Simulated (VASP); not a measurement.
# BN (P1) in VASP: settings compared, part 2 of 2

VASP 6.6.1. Earlier steps stand in the parts before.

### 3 Single point, PBEsol (volume scaled by 0.94)

INCAR reads:

```
ALGO = Normal ; EDIFF = 1E-7
ENCUT = 520 ; GGA = PS
ISIF = 2 ; ISMEAR = -1
LASPH = True ; LCHARG = False
LREAL = False ; LWAVE = False
NBANDS = 11 ; NELM = 60
PREC = Accurate ; SIGMA = 0.05
```

KPOINTS reads:

```
k-points
0
Gamma
  13 13 9
```

POSCAR reads:

```
BN
1.0
    2.4568420491      0.0000000000      0.0000000000
   -1.2212605467      2.1318056974      0.0000000000
   -0.6177907512     -1.0659028487      2.9608381970
N B
1 1
Direct
    0.6685060000      0.3323850000      0.9849990000
    0.9796430000      0.9834990000      0.0018060000
```

Potentials or basis: VASP PAW PBE potentials, release 64 (N, B).

On the command line:

```console
$ cat potpaw_PBE.64/N/POTCAR potpaw_PBE.64/B/POTCAR > POTCAR
$ mpirun -np 1 vasp_std > vasp.out
```

It took 62 s on 1 thread of Intel Xeon Platinum 8488C (Sapphire Rapids), shared host; peak memory 0.22 GiB.

Results (log left out):

```
Free energy            : -18.0697 eV
Pressure               : 20.6 GPa
Largest force          : 3.138 eV/Å
Band gap on the k mesh : 2.66 eV, indirect (least direct gap 4.61 eV)
```

Forces on the atoms (eV/Å):
```
N   -1.929 -2.417  0.536
B    1.929  2.417 -0.536
```

Stress tensor (GPa, compression positive):
```
18.21 -7.81  0.68
-7.81 36.60  1.42
 0.68  1.42  6.90
```

Levels at points of the mesh, in eV from the valence-band top:
```tsv
k point	band 1	band 2	band 3	band 4	band 5	band 6	band 7	band 8	band 9
(0.00, 0.00, 0.00)	-18.79	-4.12	-2.52	-0.85	5.38	10.52	12.66	13.53	15.81
```

Caveat: the PAW data sets were made with another functional, which shifts forces and pressure a little. A k mesh can miss the band edges.

### 4 Single point, LDA (volume scaled by 0.96)

INCAR reads:

```
PREC = Accurate
ENCUT = 520
EDIFF = 1E-6
ISMEAR = -1
SIGMA = 0.05
LREAL = F
LASPH = T
NELM = 80
ALGO = Normal
ISIF = 2
LWAVE = F
LCHARG = F
NBANDS = 11
```

KPOINTS reads:

```
regular mesh
0
Gamma
  13 13 9
```

POSCAR reads:

```
BN
1.0
    2.4741443238      0.0000000000      0.0000000000
   -1.2298612564      2.1468189082      0.0000000000
   -0.6221415337     -1.0734094541      2.9816898573
N B
1 1
Direct
    0.6685060000      0.3323850000      0.9849990000
    0.9796430000      0.9834990000      0.0018060000
```

Potentials or basis: VASP PAW LDA potentials, release 64 (N, B).

On the command line:

```console
$ cat potpaw_LDA.64/N/POTCAR potpaw_LDA.64/B/POTCAR > POTCAR
$ mpirun -np 1 vasp_std > vasp.out
```

Run time: 55 s. Hardware: 1 thread of Intel Xeon Platinum 8488C (Sapphire Rapids), shared host; peak memory 0.22 GiB.

Results (log left out):

```
Free energy            : -19.1454 eV
Pressure               : 8.0 GPa
Largest force          : 2.954 eV/Å
Band gap on the k mesh : 2.60 eV, indirect (least direct gap 4.49 eV)
```

Forces in eV/Å, atoms in the order of the input:
```
N   -1.808 -2.261  0.586
B    1.808  2.261 -0.586
```

Stress tensor (GPa, compression positive):
```
 2.21 -6.46  0.61
-6.46 17.48  1.32
 0.61  1.32  4.30
```

Levels at points of the mesh, in eV from the valence-band top:
```csv
k point,band 2,band 3,band 4,band 5,band 6,band 7
"(0.00, 0.00, 0.00)",-4.05,-2.57,-0.91,5.28,10.27,12.42
```

Caveat: forces of over 1 eV/Å act on the atoms, so gaps and moduli don't describe the material at rest.

### 5 Single point, PBEsol (volume scaled by 0.96)

INCAR reads:

```
SYSTEM = BN
ALGO     = Normal         ! electronic algorithm
EDIFF    = 1E-6           ! SCF threshold, eV
ENCUT    = 520            ! plane-wave cutoff, eV
GGA      = PS             ! functional
ISIF     = 2              ! what is computed and relaxed
ISMEAR   = -1             ! smearing method
LASPH    = .True.         ! aspherical terms in the spheres
LCHARG   = .False.        ! write CHGCAR
LREAL    = .False.        ! projectors in reciprocal space
LWAVE    = .False.        ! write WAVECAR
NBANDS   = 11             ! bands
NELM     = 80             ! most SCF steps
PREC     = Accurate       ! precision mode
SIGMA    = 0.05           ! smearing width, eV
```

KPOINTS reads:

```
k-points
0
Gamma
  13 13 9
  0 0 0
```

POSCAR is that of step 4.

Potentials or basis: VASP PAW PBE potentials, release 64 (N, B).

On the command line:

```console
$ cat potpaw_PBE.64/N/POTCAR potpaw_PBE.64/B/POTCAR > POTCAR
$ mpirun -np 1 vasp_std > vasp.out
```

OUTCAR:

```text
SYSTEM = BN
   EDIFF = 1E-6
   ENCUT = 520
   GGA = PS
   ISIF = 2
   ISMEAR = -1
   LASPH = .True.
   LREAL = .False.
   NELM = 80
   PREC = Accurate

 ion  position               nearest neighbor table
   1  0.669  0.332  0.985-   2 1.38   2 1.42   2 1.50
   2  0.980  0.983  0.002-   1 1.38   1 1.42   1 1.50

  LATTYP: Found a face centered orthorhombic cell.
 ALAT       =     2.4813447516
 B/A-ratio  =     1.7253460765
 C/A-ratio  =     2.4032854406

  Lattice vectors:

[... 533 lines left out ...]
      4       0.9818      2.00000
      5      10.6827      0.00000
      6      14.1970      0.00000
      7      16.1880      0.00000
      8      19.8996      0.00000
      9      21.1104      0.00000
     10      24.9404      0.00000
     11      28.8305      0.00000

 [... further k-points ...]
[... 5 lines left out ...]
  --------------------------------------------------------------------------------------
  -------------------------------------------------------------------------------------
  Total        0.9302656      2.5392080      0.6117358     -0.6809586      0.1320736      0.0628754
  in kB       94.1097572    256.8774317     61.8858760    -68.8887630     13.3611443      6.3607552
  external PRESSURE =     137.6243550 kB  Pullay stress =       0.0000000 kB

 VOLUME and BASIS-vectors are now :
 -----------------------------------------------------------------------------
  energy-cutoff  :      520.00
  volume of cell :       15.84
      direct lattice vectors                 reciprocal lattice vectors
     2.474144324  0.000000000  0.000000000     0.404180140  0.231545145  0.167690143
    -1.229861256  2.146818908  0.000000000     0.000000000  0.465805474  0.167690143
    -0.622141534 -1.073409454  2.981689857     0.000000000  0.000000000  0.335380287

 POSITION                                       TOTAL-FORCE (eV/Angst)
 -----------------------------------------------------------------------------------
      0.63238     -0.34374      2.93696        -1.836860     -2.303365      0.553266
      1.21309      2.10946      0.00538         1.836860      2.303365     -0.553266
 -----------------------------------------------------------------------------------
    total drift:                               -0.000129     -0.000433     -0.000289

  FREE ENERGIE OF THE ION-ELECTRON SYSTEM (eV)
  ---------------------------------------------------
  free  energy   TOTEN  =       -18.1053172495 eV

  energy  without entropy=      -18.1053172495  energy(sigma->0) =      -18.10531725
```

stdout:

```text
POSCAR found type information on POSCAR N B
 POSCAR found :  2 types and       2 ions
 scaLAPACK will be used
 -----------------------------------------------------------------------------
|                                                                             |
|                                                                             |
[... 21 lines left out ...]
|     Results are often still useful ...                                      |
|                                                                             |
 -----------------------------------------------------------------------------

 POSCAR, INCAR and KPOINTS ok, starting setup
 FFT: planning ... GRIDC
 FFT: planning ... GRID_SOFT
 FFT: planning ... GRID
 WAVECAR not read
 entering main loop
```

Wall time 55 s (1 thread of Intel Xeon Platinum 8488C (Sapphire Rapids), shared host); peak memory 0.23 GiB.

What came out:

* Free energy: -18.1053 eV
* Pressure: 13.8 GPa
* Largest force: 2.998 eV/Å
* Band gap on the k mesh: 2.68 eV, indirect (least direct gap 4.56 eV)

Forces on the atoms (eV/Å):
```
N   -1.837 -2.303  0.553
B    1.837  2.303 -0.553
```

Levels at points of the mesh, in eV from the valence-band top:
| k point | band 2 | band 3 | band 4 | band 5 | band 6 | band 7 |
| --- | --- | --- | --- | --- | --- | --- |
| (0.00, 0.00, 0.00) | -4.04 | -2.53 | -0.87 | 5.32 | 10.36 | 12.49 |

Caveat: the PAW data sets were made with another functional, which shifts forces and pressure a little.

### 6 Overview

```tsv
level	potentials or basis	cell	gap on the mesh (eV)	pressure (GPa)	largest force (eV/Å)
LDA	VASP PAW LDA potentials, release 64 (N, B)	a = 2.457, b = 2.457, c = 3.207 Å, angles 101.1, 101.1, 119.8°, 2 atoms	2.59	14.6	3.09
PBEsol	VASP PAW PBE potentials, release 64 (N, B)	a = 2.457, b = 2.457, c = 3.207 Å, angles 101.1, 101.1, 119.8°, 2 atoms	2.66	20.6	3.14
LDA	VASP PAW LDA potentials, release 64 (N, B)	a = 2.474, b = 2.474, c = 3.230 Å, angles 101.1, 101.1, 119.8°, 2 atoms	2.60	8.0	2.95
PBEsol	VASP PAW PBE potentials, release 64 (N, B)	a = 2.474, b = 2.474, c = 3.230 Å, angles 101.1, 101.1, 119.8°, 2 atoms	2.68	13.8	3.00
```

Alike in all rows: task single point; no spin polarisation; k mesh 13 × 13 × 9; cutoff (eV) 520; smearing fermi-dirac 0.05 eV.

Caveats: forces of over 1 eV/Å act on the atoms, so gaps and moduli don't describe the material at rest (some runs); the PAW data sets were made with another functional, which shifts forces and pressure a little (some runs).

Total energies depend on the potentials used, so only differences within one code and one set of settings carry meaning.
